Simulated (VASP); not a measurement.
Write the native input for VASP 6.6.1 that does the following.

| Quantity | Value |
| --- | --- |
| Task | single point |
| Functional | BLYP |
| Potentials or basis | VASP PAW PBE potentials, release 64 (Be) |
| Cutoff | 520 eV |
| k mesh | 18 × 18 × 5 |
| Occupations | fermi-dirac, width 0.1 eV |
| Spin | no spin polarisation |
| Dipole correction | no |
| Further INCAR settings | ALGO = Normal; EDIFF = 1e-07; NBANDS = 12 |

The structure of Be lies in POSCAR:

```
Be
1.0
    2.2891714987      0.0000000000      0.0000000000
   -1.1445857494      1.9824806714      0.0000000000
    0.0000000000      0.0000000000      7.2599401273
Be
4
Direct
    1.0000000000      0.0000000000      0.0000000000
    1.0000000000      0.0000000000      0.5000000000
    0.3333333333      0.6666666667      0.2500000000
    0.6666666667      0.3333333333      0.7500000000
```

This cell differs from its parent crystal: volume scaled by 1.04.

These files were run (other wordings do the same):

INCAR

```
SYSTEM = Be
AGGAC = 1.0
AGGAX = 1.0
ALDAC = 0.0
ALDAX = 1.0
ALGO = Normal
EDIFF = 1E-7
ENCUT = 520
GGA = B5
ISIF = 2
ISMEAR = -1
LASPH = .TRUE.
LCHARG = .FALSE.
LREAL = .FALSE.
LWAVE = .FALSE.
NBANDS = 12
NELM = 60
PREC = Accurate
SIGMA = 0.1
```

KPOINTS

```
k-points
0
G
  18 18 5
  0 0 0
```

Potentials or basis: VASP PAW PBE potentials, release 64 (Be).

Launch:

```sh
$ cat potpaw_PBE.64/Be/POTCAR > POTCAR
$ mpirun -np 1 vasp_std > vasp.out
```

Results of the run:

```
Pressure               : -4.3 GPa
Band gap on the k mesh : zero (band 4 reaches 8.01 eV, above the bottom of band 5 at 6.67 eV)
```

Caveat: the PAW data sets were made with another functional, which shifts forces and pressure a little.

It took 24 s on 1 thread of AMD EPYC 9R45 96-Core Processor (Zen 5), on a shared host, peak memory 0.13 GiB.
